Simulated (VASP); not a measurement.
# Os (I4/mmm) in VASP: notebook

Runs on Os. Level: PBEsol. Tasks: single point.

All numbers are computed with VASP 6.6.1; they aren't measurements. Logs are shortened: lines on timing, memory, paths and dates and some standing lists are left out, and cuts for length are marked.

### Step 1. The cell of the first run

It takes space group I4/mmm (No. 139, tetragonal). The conventional cell has a = 2.751 Å, b = 2.751 Å, c = 3.793 Å, α = 90.00°, β = 90.00°, γ = 90.00°. Os (site symmetry 4/mmm) has 12 Os at 2.72 to 2.75 Å within 3.6 Å.

### Step 2. Single point, PBEsol (strain -0.0250 x Voigt [1, 0, 0, 0, 0, 0])

Contents of INCAR:

```
PREC = Accurate
ENCUT = 520
EDIFF = 1E-7
ISMEAR = 0
SIGMA = 0.15
LREAL = F
LASPH = T
NELM = 80
ALGO = Normal
ISIF = 2
LWAVE = F
LCHARG = F
GGA = PS
NBANDS = 10
```

Contents of KPOINTS:

```
Automatic mesh
0
Gamma
  20 20 20
```

Contents of POSCAR:

```
Os
1.0
    0.0000000000      1.9450000000      1.9450000000
    1.8963750000      0.0000000000      1.9450000000
    1.8963750000      1.9450000000      0.0000000000
Os
1
Direct
    0.0000000000      0.0000000000      0.0000000000
```

Potentials or basis: VASP PAW PBE potentials, release 64 (Os).

On the command line:

```sh
cat potpaw_PBE.64/Os/POTCAR > POTCAR
mpirun -np 1 vasp_std > vasp.out
```

OUTCAR:

```text
PREC = Accurate
   ENCUT = 520
   EDIFF = 1E-7
   ISMEAR = 0
   LREAL = F
   LASPH = T
   NELM = 80
   ISIF = 2
   GGA = PS

 ion  position               nearest neighbor table
   1  0.000  0.000  0.000-

  LATTYP: Found a body centered tetragonal cell.
 ALAT       =     2.7506453788
 C/A-ratio  =     1.3788582233

  Lattice vectors:

 A1 = (  -1.8963750000,   0.0000000000,  -1.9450000000)
 A2 = (  -1.8963750000,   0.0000000000,   1.9450000000)
 A3 = (   1.8963750000,   1.9450000000,   0.0000000000)

Analysis of symmetry for initial positions (statically):
=====================================================================
 Subroutine PRICEL returns:
 Original cell was already a primitive cell.

 Routine SETGRP: Setting up the symmetry group for a
 body centered tetragonal supercell.

 Subroutine GETGRP returns: Found 16 space group operations
 (whereof 16 operations were pure point group operations)
 out of a pool of 16 trial point group operations.

The static configuration has the point symmetry D_4h.

Analysis of symmetry for dynamics (positions and initial velocities):
=====================================================================
 Subroutine PRICEL returns:
 Original cell was already a primitive cell.

 Routine SETGRP: Setting up the symmetry group for a
 body centered tetragonal supercell.

 Subroutine GETGRP returns: Found 16 space group operations
 (whereof 16 operations were pure point group operations)
 out of a pool of 16 trial point group operations.

The dynamic configuration has the point symmetry D_4h.

 Subroutine INISYM returns: Found 16 space group operations
 (whereof 16 operations are pure point group operations),
 and found     1 'primitive' translations

----------------------------------------------------------------------------------------

                                     Primitive cell

  volume of cell :      14.3481

  direct lattice vectors                    reciprocal lattice vectors
     0.000000000  1.945000000  1.945000000    -0.263660932  0.257069409  0.257069409
     1.896375000  0.000000000  1.945000000     0.263660932 -0.257069409  0.257069409
     1.896375000  1.945000000  0.000000000     0.263660932  0.257069409 -0.257069409

  length of vectors
     2.750645379  2.716479917  2.716479917     0.449095145  0.449095145  0.449095145

  position of ions in fractional coordinates (direct lattice)
     0.000000000  0.000000000  0.000000000

  ion indices of the primitive-cell ions
   primitive index   ion index
                 1           1

----------------------------------------------------------------------------------------

 KPOINTS: Automatic mesh

Automatic generation of k-mesh.
 Grid dimensions read from file:
 generate k-points for:   20   20   20

 Generating k-lattice:

  Cartesian coordinates                     Fractional coordinates (reciprocal lattice)
    -0.013183047  0.012853470  0.012853470     0.050000000 -0.000000000 -0.000000000
     0.013183047 -0.012853470  0.012853470     0.000000000  0.050000000  0.000000000
     0.013183047  0.012853470 -0.012853470     0.000000000  0.000000000  0.050000000

  Length of vectors
     0.022454757  0.022454757  0.022454757

  Shift w.r.t. Gamma in fractional coordinates (k-lattice)
     0.000000000  0.000000000  0.000000000

 Subroutine IBZKPT returns following result:
 ===========================================

 Found    641 irreducible k-points:

 Following reciprocal coordinates:
            Coordinates               Weight
  0.000000  0.000000  0.000000      1.000000
  0.050000 -0.000000 -0.000000      8.000000
  0.100000 -0.000000 -0.000000      8.000000
  0.150000 -0.000000 -0.000000      8.000000
  0.200000 -0.000000 -0.000000      8.000000
  0.250000 -0.000000 -0.000000      8.000000
[... 16 lines left out ...]
 -0.400000  0.050000  0.000000     16.000000
 -0.350000  0.050000  0.000000     16.000000
 [... further k-points ...]
   k-points           NKPTS =    641   k-points in BZ     NKDIM =    641   number of bands    NBANDS=     10
   number of dos      NEDOS =    301   number of ions     NIONS =      1
   total plane-waves  NPLWV =   8000
   dimension x,y,z NGX =    20 NGY =   20 NGZ =   20
   dimension x,y,z NGXF=    40 NGYF=   40 NGZF=   40
   ions per type =               1
   NGX,Y,Z   is equivalent  to a cutoff of  12.09, 12.24, 12.24 a.u.
   NGXF,Y,Z  is equivalent  to a cutoff of  24.18, 24.48, 24.48 a.u.
 SYSTEM =  unknown system
   PREC   = accura    normal or accurate (medium, high low for compatibility)
   ISTART =      0    job   : 0-new  1-cont  2-samecut
   ICHARG =      2    charge: 1-file 2-atom 10-const
   ISPIN  =      1    spin polarized calculation?
   LNONCOLLINEAR =      F non collinear calculations
   LSORBIT =      F    spin-orbit coupling
   LASPH  =      T    aspherical Exc in radial PAW
   ENCUT  =  520.0 eV  38.22 Ry    6.18 a.u.   5.11  5.05  5.05*2*pi/ulx,y,z
   NELM   =     80;   NELMIN=  2; NELMDL= -5     # of ELM steps
   EDIFF  = 0.1E-06   stopping-criterion for ELM
   LREAL  =      F    real-space projection
   EDIFFG = 0.1E-05   stopping-criterion for IOM
   NSW    =      0    number of steps for IOM
   IBRION =     -1    ionic relax: 0-MD 1-quasi-New 2-CG
   NFREE  =      0    steps in history (QN), initial steepest desc. (CG)
   ISIF   =      2    stress and relaxation
   ISYM   =      2    0-nonsym 1-usesym 2-fastsym
   POTIM  = 0.5000    time-step for ionic-motion
   TEBEG  =    0.0;   TEEND  =   0.0 temperature during run
   PSTRESS=    0.0 pullay stress
   NELECT =       8.0000    total number of electrons
   NUPDOWN=      -1.0000    fix difference up-down
   EMIN   =  10.00;   EMAX   =-10.00  energy-range for DOS
   EFERMI =   0.00;   METHOD = LEGACY
   ISMEAR =     0;   SIGMA  =   0.15  broadening in eV -4-tet -1-fermi 0-gaus
   EFERMI_NEDOS =   21; number of points for ismear=-14 and -15
   IALGO  =     38    algorithm
   IMIX   =      4    mixing-type and parameters
     AMIX     =   0.40;   BMIX     =  1.00
     AMIX_MAG =   1.60;   BMIX_MAG =  1.00
  volume/ion in A,a.u.               =      14.35        96.83
  Fermi-wavevector in a.u.,A,eV,Ry     =   1.347432  2.546278 24.702388  1.815574
  Thomas-Fermi vector in A             =   2.475184
   LORBIT       =      0    0 simple, 1 ext, 2 COOP (PROOUT), +10 PAW based schemes
   GGA     = PS    functional components
   LHFCALC =     F    Hartree Fock is set to
   AEXX    =    0.0000 exact exchange contribution
   IVDW    =     0    specifies the selected vdW correction
   LEPSILON=     F    determine dielectric tensor
   LRPA    =     F    only Hartree local field effects (RPA)
 non-spin polarized calculation
 Gauss-broadening in eV      SIGMA  =   0.15
  energy-cutoff  :      520.00
  volume of cell :       14.35
 maximum number of plane-waves:       398
   NGX = 11   NGY = 11   NGZ = 11

 number of electron       8.0000000 magnetization

 Free energy of the ion-electron system (eV)
  ---------------------------------------------------
  ext. energy  EPLUGINS =         0.00000000
  ---------------------------------------------------
  free energy    TOTEN  =       -12.08268545 eV

  energy without entropy =      -12.07157692  energy(sigma->0) =      -12.07713118

 E-fermi :   8.8384     XC(G=0): -14.0077

 val. band max:        8.8378918899   @ k =  -0.2500   0.2000   0.0500
 cond. band min:       8.8406508167   @ k =  -0.1500   0.2500   0.1500
 fundamental gap:      0.0027589268
 Fermi energy:         8.8384184032

 k-point     1 :       0.0000    0.0000    0.0000
  band No.  band energies     occupation
      1      -1.8403      2.00000
      2       5.7918      2.00000
      3       5.7918      2.00000
      4       6.1393      2.00000
      5       8.6241      1.95671
      6       9.0756      0.02532
      7      23.1022      0.00000
      8      28.4639      0.00000
      9      28.4639      0.00000
     10      29.3261      0.00000

 k-point     2 :       0.0500   -0.0000   -0.0000
  band No.  band energies     occupation
      1      -1.7257      2.00000
      2       5.7591      2.00000
      3       5.8442      2.00000
      4       6.1544      2.00000
      5       8.5912      1.98022
      6       9.0323      0.06762
      7      23.3158      0.00000
      8      28.0270      0.00000
      9      28.6632      0.00000
     10      29.3286      0.00000

 k-point     3 :       0.1000   -0.0000   -0.0000
  band No.  band energies     occupation
      1      -1.3916      2.00000
      2       5.6191      2.00000
      3       5.9832      2.00000
      4       6.2516      2.00000
      5       8.5183      1.99746
      6       8.9252      0.41319
      7      23.9128      0.00000
      8      26.8593      0.00000
      9      29.2476      0.00000
     10      29.8376      0.00000

 k-point     4 :       0.1500   -0.0000   -0.0000
  band No.  band energies     occupation
      1      -0.8703      2.00000
      2       5.4047      2.00000
      3       6.1489      2.00000
      4       6.4158      2.00000
      5       8.4841      1.99916
      6       8.8255      1.09704
      7      24.6662      0.00000
      8      25.6663      0.00000
      9      30.1789      0.00000
     10      30.7658      0.00000
[... 222 lines left out ...]
 k-point    22 :      -0.4500    0.0500    0.0000
  band No.  band energies     occupation
      1       1.4025      2.00000
      2       5.5319      2.00000
      3       6.0000      2.00000
      4       8.0908      2.00000
      5      10.9420      0.00000
      6      11.6507      0.00000
      7      17.6390      0.00000
      8      22.8800      0.00000
      9      28.5692      0.00000
     10      29.3794      0.00000

 k-point    23 :      -0.4000    0.0500    0.0000
  band No.  band energies     occupation
      1       1.4030      2.00000
      2       5.6269      2.00000
      3       6.0796      2.00000
      4       7.3931      2.00000
      5      10.5193      0.00000
      6      11.3573      0.00000
      7      18.6361      0.00000
      8      23.2876      0.00000
      9      29.0035      0.00000
     10      30.3111      0.00000

 k-point    24 :      -0.3500    0.0500    0.0000
  band No.  band energies     occupation
      1       1.3519      2.00000
      2       5.7792      2.00000
      3       6.2196      2.00000
      4       6.4706      2.00000
      5       9.9456      0.00000
      6      10.8415      0.00000
      7      19.9960      0.00000
      8      24.0842      0.00000
      9      29.9187      0.00000
     10      31.7461      0.00000

 [... further k-points ...]
[... 5 lines left out ...]
  --------------------------------------------------------------------------------------
  -------------------------------------------------------------------------------------
  Total       -0.4960973     -1.2271367     -1.2271367      0.0000000      0.0000000      0.0000000
  in kB      -55.3967147   -137.0282443   -137.0282443      0.0000000      0.0000000      0.0000000
  external PRESSURE =    -109.8177345 kB  Pullay stress =       0.0000000 kB

 VOLUME and BASIS-vectors are now :
 -----------------------------------------------------------------------------
  energy-cutoff  :      520.00
  volume of cell :       14.35
      direct lattice vectors                 reciprocal lattice vectors
     0.000000000  1.945000000  1.945000000    -0.263660932  0.257069409  0.257069409
     1.896375000  0.000000000  1.945000000     0.263660932 -0.257069409  0.257069409
     1.896375000  1.945000000  0.000000000     0.263660932  0.257069409 -0.257069409

 POSITION                                       TOTAL-FORCE (eV/Angst)
 -----------------------------------------------------------------------------------
      0.00000      0.00000      0.00000         0.000000      0.000000      0.000000
 -----------------------------------------------------------------------------------
    total drift:                                0.000000      0.000000     -0.000000

  FREE ENERGIE OF THE ION-ELECTRON SYSTEM (eV)
  ---------------------------------------------------
  free  energy   TOTEN  =       -12.0826854454 eV

  energy  without entropy=      -12.0715769224  energy(sigma->0) =      -12.07713118
```

Wall time 52 s (1 thread of Intel Xeon Platinum 8488C (Sapphire Rapids), shared host); peak memory 0.21 GiB.

Results:

| Quantity | Value |
| --- | --- |
| Free energy | -12.0827 eV |
| Pressure | -11.0 GPa |
| Band gap on the k mesh | zero (band 4 reaches 11.45 eV, above the bottom of band 5 at 7.27 eV) |

Stress tensor (GPa, compression positive):
```
 -5.54   0.00   0.00
  0.00 -13.70   0.00
  0.00   0.00 -13.70
```

Caveat: the cell differs from its parent crystal (strain -0.0250 x Voigt [1, 0, 0, 0, 0, 0]); the PAW data sets were made with another functional, which shifts forces and pressure a little; spin-orbit coupling is left out, which moves the levels of the heavy elements.

### Step 3. Single point, PBEsol (strain +0.0250 x Voigt [1, 0, 0, 0, 0, 0])

Contents of INCAR:

```
SYSTEM = Os
PREC     = Accurate       ! precision mode
ENCUT    = 520            ! plane-wave cutoff, eV
EDIFF    = 1E-7           ! SCF threshold, eV
ISMEAR   = 0              ! smearing method
SIGMA    = 0.15           ! smearing width, eV
LREAL    = .False.        ! projectors in reciprocal space
LASPH    = .True.         ! aspherical terms in the spheres
NELM     = 100            ! most SCF steps
ALGO     = Normal         ! electronic algorithm
ISIF     = 2              ! what is computed and relaxed
LWAVE    = .False.        ! write WAVECAR
LCHARG   = .False.        ! write CHGCAR
GGA      = PS             ! functional
NBANDS   = 10             ! bands
```

Contents of KPOINTS:

```
Automatic mesh
0
Gamma
  20 20 20
  0 0 0
```

Contents of POSCAR:

```
Os
1.0
    0.0000000000      1.9450000000      1.9450000000
    1.9936250000      0.0000000000      1.9450000000
    1.9936250000      1.9450000000      0.0000000000
Os
1
Direct
    0.0000000000      0.0000000000      0.0000000000
```

Potentials or basis: VASP PAW PBE potentials, release 64 (Os).

On the command line:

```sh
cat potpaw_PBE.64/Os/POTCAR > POTCAR
mpirun -np 1 vasp_std > vasp.out
```

Wall time 60 s (1 thread of Intel Xeon Platinum 8488C (Sapphire Rapids), shared host); peak memory 0.22 GiB.

Results (log left out):

```
Free energy            : -11.9930 eV
Pressure               : -27.7 GPa
Band gap on the k mesh : zero (band 4 reaches 10.44 eV, above the bottom of band 5 at 6.72 eV)
```

Stress tensor (GPa, compression positive):
```
-32.13   0.00   0.00
  0.00 -25.45   0.00
  0.00   0.00 -25.45
```

Levels at points of the mesh, in eV from the Fermi level:
```csv
k point,band 1,band 2,band 3,band 4,band 5,band 6,band 7,band 8,band 9
"(0.00, 0.00, 0.00)",-10.23,-2.94,-2.61,-2.61,-0.21,0.21,14.28,19.14,19.89
"(0.50, 0.00, 0.00)",-7.09,-3.02,-2.69,-0.24,2.06,2.24,8.03,13.77,19.39
"(0.50, 0.50, 0.00)",-6.89,-6.23,2.09,2.32,2.59,2.93,11.24,11.47,11.74
"(0.00, 0.50, 0.50)",-6.92,-6.21,1.82,2.13,2.74,2.74,10.61,12.03,12.03
```

Caveat: the cell differs from its parent crystal (strain +0.0250 x Voigt [1, 0, 0, 0, 0, 0]); the PAW data sets were made with another functional, which shifts forces and pressure a little; spin-orbit coupling is left out, which moves the levels of the heavy elements.

### Step 4. Single point, PBEsol (strain +0.0500 x Voigt [1, 0, 0, 0, 0, 0])

Contents of INCAR:

```
SYSTEM = Os
ALGO = Normal
EDIFF = 1E-6
ENCUT = 520
GGA = PS
ISIF = 2
ISMEAR = 0
LASPH = .TRUE.
LCHARG = .FALSE.
LREAL = .FALSE.
LWAVE = .FALSE.
NBANDS = 10
NELM = 60
PREC = Accurate
SIGMA = 0.15
```

Contents of KPOINTS:

```
k-points
0
G
  20 20 20
  0 0 0
```

Contents of POSCAR:

```
Os
1.0
    0.0000000000      1.9450000000      1.9450000000
    2.0422500000      0.0000000000      1.9450000000
    2.0422500000      1.9450000000      0.0000000000
Os
1
Direct
    0.0000000000      0.0000000000      0.0000000000
```

On the command line:

```sh
cat potpaw_PBE.64/Os/POTCAR > POTCAR
mpirun -np 1 vasp_std > vasp.out
```

Run time: 54 s. Hardware: 1 thread of Intel Xeon Platinum 8488C (Sapphire Rapids), shared host; peak memory 0.22 GiB.

The run converged. Its results:

```yaml
Free_energy: -11.9068 eV
Pressure: -33.9 GPa
Band_gap_on_the_k_mesh: zero (band 4 reaches 10.10 eV, above the bottom of band 5 at 6.35 eV)
```

Stress tensor (GPa, compression positive):
```
-42.95   0.00   0.00
  0.00 -29.45   0.00
  0.00   0.00 -29.45
```

Levels at points of the mesh, in eV from the Fermi level:
```csv
k point,band 2,band 3,band 4,band 5,band 6,band 7
"(0.00, 0.00, 0.00)",-3.04,-2.40,-2.40,-0.44,0.39,14.31
"(0.50, 0.00, 0.00)",-3.06,-2.43,-0.21,1.89,2.22,7.76
"(0.50, 0.50, 0.00)",-6.01,1.96,2.32,2.45,2.98,11.09
"(0.00, 0.50, 0.50)",-5.98,1.49,2.07,2.60,2.60,9.86
```

Caveat: the cell differs from its parent crystal (strain +0.0500 x Voigt [1, 0, 0, 0, 0, 0]); the PAW data sets were made with another functional, which shifts forces and pressure a little; spin-orbit coupling is left out, which moves the levels of the heavy elements.

### Step 5. Summary

| cell | gap on the mesh (eV) | pressure (GPa) |
| --- | --- | --- |
| a = 2.751, b = 2.716, c = 2.716 Å, angles 60.8, 59.6, 59.6°, 1 atom | none | -11.0 |
| a = 2.751, b = 2.785, c = 2.785 Å, angles 59.2, 60.4, 60.4°, 1 atom | none | -27.7 |
| a = 2.751, b = 2.820, c = 2.820 Å, angles 58.4, 60.8, 60.8°, 1 atom | none | -33.9 |

Alike in all rows: task single point; level PBEsol; potentials or basis VASP PAW PBE potentials, release 64 (Os); no spin polarisation; k mesh 20 × 20 × 20; cutoff (eV) 520; smearing gaussian 0.15 eV.

Caveats: the PAW data sets were made with another functional, which shifts forces and pressure a little; spin-orbit coupling is left out, which moves the levels of the heavy elements.

Absolute energies hang on the potentials; compare differences alone.
